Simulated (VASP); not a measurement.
# NaCl (Pm-3m) in VASP: notebook, part 2 of 2

VASP 6.6.1. Earlier steps stand in the parts before.

## 4. Single point, PBE-based screened hybrid

POSCAR reads:

```
NaCl
1.0
    3.4595458397      0.0000000000      0.0000000000
    0.0000000000      3.4595458397      0.0000000000
    0.0000000000      0.0000000000      3.4595458397
Na Cl
1 1
Direct
    0.0000000000      0.0000000000      0.0000000000
    0.5000000000      0.5000000000      0.5000000000
```

INCAR.step1 reads:

```
SYSTEM = NaCl
PREC = Accurate
ENCUT = 520
EDIFF = 1E-5
ISMEAR = 0
SIGMA = 0.01
LREAL = .FALSE.
LASPH = .TRUE.
NELM = 100
ALGO = Normal
ISIF = 2
LWAVE = .TRUE.
NBANDS = 14
GGA = PE
```

INCAR.step2 reads:

```
SYSTEM = NaCl
PREC = Accurate
ENCUT = 520
EDIFF = 1E-6
ISMEAR = 0
SIGMA = 0.01
LREAL = .FALSE.
LASPH = .TRUE.
NELM = 100
ALGO = Normal
ISIF = 2
LWAVE = .FALSE.
LCHARG = .TRUE.
GGA = PE
LHFCALC = .TRUE.
AEXX = 1.0
HFSCREEN = 0.2078
PRECFOCK = Normal
LELF = .TRUE.
LVHAR = .TRUE.
NBANDS = 14
ISTART = 1
ALDAC = 1.0
AGGAC = 1.0
```

KPOINTS reads:

```
Automatic mesh
0
G
  4 4 4
  0 0 0
```

Potentials or basis: VASP PAW PBE potentials, release 64 (Na_pv, Cl).

Command:

```sh
$ cat potpaw_PBE.64/Na_pv/POTCAR potpaw_PBE.64/Cl/POTCAR > POTCAR
$ cp INCAR.step1 INCAR
$ mpirun -np 1 vasp_std > vasp.out
$ cp INCAR.step2 INCAR
$ mpirun -np 1 vasp_std > vasp.out
```

OUTCAR:

```text
SYSTEM = NaCl
   PREC = Accurate
   ENCUT = 520
   EDIFF = 1E-6
   ISMEAR = 0
   LREAL = .FALSE.
   LASPH = .TRUE.
   NELM = 100
   ISIF = 2
   GGA = PE
   LHFCALC = .TRUE.
   AEXX = 1.0
   HFSCREEN = 0.2078
   PRECFOCK = Normal
   ISTART = 1

 ion  position               nearest neighbor table
   1  0.000  0.000  0.000-
   2  0.500  0.500  0.500-

  LATTYP: Found a simple cubic cell.
 ALAT       =     3.4595458397
[... 349 lines left out ...]
     13      20.2905      0.00000
     14      20.2905      0.00000

------------------------ aborting loop because EDIFF is reached ----------------------------------------

  FORCE on cell =-STRESS in cart. coord.  units (eV):
  Direction    XX          YY          ZZ          XY          YZ          ZX
  --------------------------------------------------------------------------------------
  -------------------------------------------------------------------------------------
  Total       -0.2313207     -0.2313207     -0.2313207     -0.0000000      0.0000000      0.0000000
  in kB       -8.9509239     -8.9509239     -8.9509239     -0.0000000      0.0000000      0.0000000
  external PRESSURE =      -8.9509239 kB  Pullay stress =       0.0000000 kB

 VOLUME and BASIS-vectors are now :
 -----------------------------------------------------------------------------
  energy-cutoff  :      520.00
  volume of cell :       41.41
      direct lattice vectors                 reciprocal lattice vectors
     3.459545840  0.000000000  0.000000000     0.289055282  0.000000000  0.000000000
     0.000000000  3.459545840  0.000000000     0.000000000  0.289055282  0.000000000
     0.000000000  0.000000000  3.459545840     0.000000000  0.000000000  0.289055282

 POSITION                                       TOTAL-FORCE (eV/Angst)
 -----------------------------------------------------------------------------------
      0.00000      0.00000      0.00000         0.000000      0.000000      0.000000
      1.72977      1.72977      1.72977         0.000000      0.000000      0.000000
 -----------------------------------------------------------------------------------
    total drift:                                0.000003      0.000001      0.000002

  FREE ENERGIE OF THE ION-ELECTRON SYSTEM (eV)
  ---------------------------------------------------
  free  energy   TOTEN  =       -11.0716139030 eV

  energy  without entropy=      -11.0716139030  energy(sigma->0) =      -11.07161390
```

OUTCAR.step1:

```text
SYSTEM = NaCl
   PREC = Accurate
   ENCUT = 520
   EDIFF = 1E-5
   ISMEAR = 0
   LREAL = .FALSE.
   LASPH = .TRUE.
[... 375 lines left out ...]
      0.00000      0.00000      0.00000         0.000000      0.000000      0.000000
      1.72977      1.72977      1.72977         0.000000      0.000000      0.000000
 -----------------------------------------------------------------------------------
    total drift:                                0.000000      0.000000      0.000000

  FREE ENERGIE OF THE ION-ELECTRON SYSTEM (eV)
  ---------------------------------------------------
  free  energy   TOTEN  =        -6.4531527707 eV

  energy  without entropy=       -6.4531527707  energy(sigma->0) =       -6.45315277
```

It took 7.4 min on 1 thread of AMD EPYC 7R13 (Zen 3), shared host; peak memory 0.22 GiB.

What came out:

```
Free energy            : -11.0716 eV
Pressure               : -0.9 GPa
Band gap on the k mesh : 9.64 eV, indirect (least direct gap 10.32 eV)
```

Levels at points of the mesh, in eV from the valence-band top:
| k point | band 3 | band 4 | band 5 | band 6 | band 7 | band 8 | band 9 | band 10 | band 11 | band 12 |
| --- | --- | --- | --- | --- | --- | --- | --- | --- | --- | --- |
| (0.00, 0.00, 0.00) | -30.61 | -18.43 | -0.68 | -0.68 | -0.68 | 9.64 | 14.08 | 14.08 | 23.04 | 23.17 |
| (0.50, 0.00, 0.00) | -30.60 | -17.93 | -3.82 | -0.35 | -0.35 | 12.69 | 15.07 | 16.42 | 18.25 | 18.25 |
| (0.50, 0.50, 0.00) | -30.60 | -17.54 | -3.06 | -3.06 | 0.00 | 10.95 | 15.98 | 17.56 | 17.56 | 19.08 |
| (0.50, 0.50, 0.50) | -30.63 | -17.14 | -2.53 | -2.53 | -2.53 | 12.56 | 12.56 | 12.56 | 18.57 | 23.47 |

Caveat: the k points lie up to 0.45 Å⁻¹ apart; the PAW data sets were made with another functional, which shifts forces and pressure a little.

## 5. Single point, HF

POSCAR is that of step 4.

INCAR.step1 reads:

```
  PREC = Accurate
  ENCUT = 520
  EDIFF = 1E-5
  ISMEAR = 0
  SIGMA = 0.01
  LREAL = False
  LASPH = True
  NELM = 60
  ALGO = Normal
  ISIF = 2
  LWAVE = True
  NBANDS = 14
  GGA = PE
```

INCAR.step2 reads:

```
  PREC = Accurate
  ENCUT = 520
  EDIFF = 1E-6
  ISMEAR = 0
  SIGMA = 0.01
  LREAL = False
  LASPH = True
  NELM = 60
  ALGO = Normal
  ISIF = 2
  LWAVE = False
  LCHARG = True
  GGA = PE
  LHFCALC = True
  AEXX = 1.0
  ALDAC = 0.0
  AGGAC = 0.0
  PRECFOCK = Normal
  LELF = True
  LVHAR = True
  NBANDS = 14
  ISTART = 1
```

KPOINTS reads:

```
regular mesh
0
Gamma
  4 4 4
```

Command:

```sh
$ cat potpaw_PBE.64/Na_pv/POTCAR potpaw_PBE.64/Cl/POTCAR > POTCAR
$ cp INCAR.step1 INCAR
$ mpirun -np 1 vasp_std > vasp.out
$ cp INCAR.step2 INCAR
$ mpirun -np 1 vasp_std > vasp.out
```

Wall time 5.3 min (1 thread of AMD EPYC 7R13 (Zen 3), shared host); peak memory 0.12 GiB.

It converged, with:

```yaml
Free_energy: -12.0138 eV
Pressure: 2.7 GPa
Band_gap_on_the_k_mesh: 12.70 eV, indirect (least direct gap 13.40 eV)
```

Levels at points of the mesh, in eV from the valence-band top:
```csv
k point,band 3,band 4,band 5,band 6,band 7,band 8,band 9,band 10,band 11,band 12
"(0.00, 0.00, 0.00)",-30.64,-18.51,-0.69,-0.69,-0.69,12.70,17.21,17.21,26.11,26.24
"(0.50, 0.00, 0.00)",-30.64,-18.01,-3.92,-0.36,-0.36,15.80,18.21,19.56,21.32,21.32
"(0.50, 0.50, 0.00)",-30.64,-17.61,-3.12,-3.12,0.00,14.00,19.09,20.75,20.75,22.16
"(0.50, 0.50, 0.50)",-30.67,-17.21,-2.58,-2.58,-2.58,15.66,15.66,15.66,21.53,26.62
```

Caveat: the k points lie up to 0.45 Å⁻¹ apart; the PAW data sets were made with another functional, which shifts forces and pressure a little. A k mesh can miss the band edges.

## 6. Summary

| level | screening parameter | share of exact exchange | gap on the mesh (eV) | pressure (GPa) |
| --- | --- | --- | --- | --- |
| HSE06 | 0.2079 1/Å | - | 5.42 | 0.7 |
| PBE-based screened hybrid | 0.5 1/Å | 0.75 | 6.27 | -0.1 |
| PBE-based screened hybrid | 0.2078 1/Å | 1 | 9.64 | -0.9 |
| HF | - | - | 12.70 | 2.7 |

Alike in all rows: task single point; potentials or basis VASP PAW PBE potentials, release 64 (Na_pv, Cl); no spin polarisation; cell as given; k mesh 4 × 4 × 4; cutoff (eV) 520; smearing gaussian 0.01 eV.

Caveats: all runs use coarse meshes; the PAW data sets were made with another functional, which shifts forces and pressure a little.

Absolute energies hang on the potentials; compare differences alone.
